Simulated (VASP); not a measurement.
# Eu: single point with PBE+U

Eu:

```xyz
1
Lattice="0.0000 2.7893 2.7893 2.7893 0.0000 2.7893 2.7893 2.7893 0.0000" Properties=species:S:1:pos:R:3 pbc="T T T"
Eu    0.0000    0.0000    0.0000
```

This isn't the form of Eu at room conditions, which is bcc.

| Quantity | Value |
| --- | --- |
| Program | VASP 6.6.1 |
| Task | single point |
| Functional | PBE |
| Potentials or basis | VASP PAW PBE potentials, release 64 (Eu) |
| Cutoff | 520 eV |
| k mesh | 9 × 9 × 9 |
| Occupations | fermi-dirac, width 0.08 eV |
| Spin | collinear spin, ferromagnetic start |
| Starting moments | [7.0] μB |
| Hubbard terms | Eu f U = 3.0 eV |

- Pressure: 0.5 GPa
- Net moment: 7.46 μB per cell
- Site moments: Eu +6.79 μB
- Valence electrons inside the program's atomic spheres: Eu 14.82

Levels at points of the mesh, in eV from the Fermi level:
Spin up:
```tsv
k point	band 8	band 9	band 10	band 11	band 12	band 13	band 14	band 15	band 16	band 17
(0.00, 0.00, 0.00)	-0.93	-0.93	-0.82	-0.82	-0.82	1.95	1.95	1.95	3.83	3.83
```
Spin down:
| k point | band 2 | band 3 | band 4 | band 5 | band 6 | band 7 | band 8 | band 9 |
| --- | --- | --- | --- | --- | --- | --- | --- | --- |
| (0.00, 0.00, 0.00) | -17.40 | -17.40 | -17.40 | -3.44 | 3.01 | 3.01 | 3.01 | 5.00 |

Eigenvalues of the final occupation matrices:
| site | spin | trace | eigenvalues |
| --- | --- | --- | --- |
| site 1 f | 1 | 6.76 | 0.95 0.97 0.97 0.97 0.97 0.97 0.97 |
| site 1 f | 2 | 0.00 | 0.00 0.00 0.00 0.00 0.00 0.00 0.00 |

It took 49 s on 1 thread of Intel(R) Xeon(R) Platinum 8488C (Sapphire Rapids), on a shared host, peak memory 0.22 GiB.

Caveat: spin-orbit coupling is left out, which moves the levels of the heavy elements. The state reached can hang on the start; a lower one may exist.
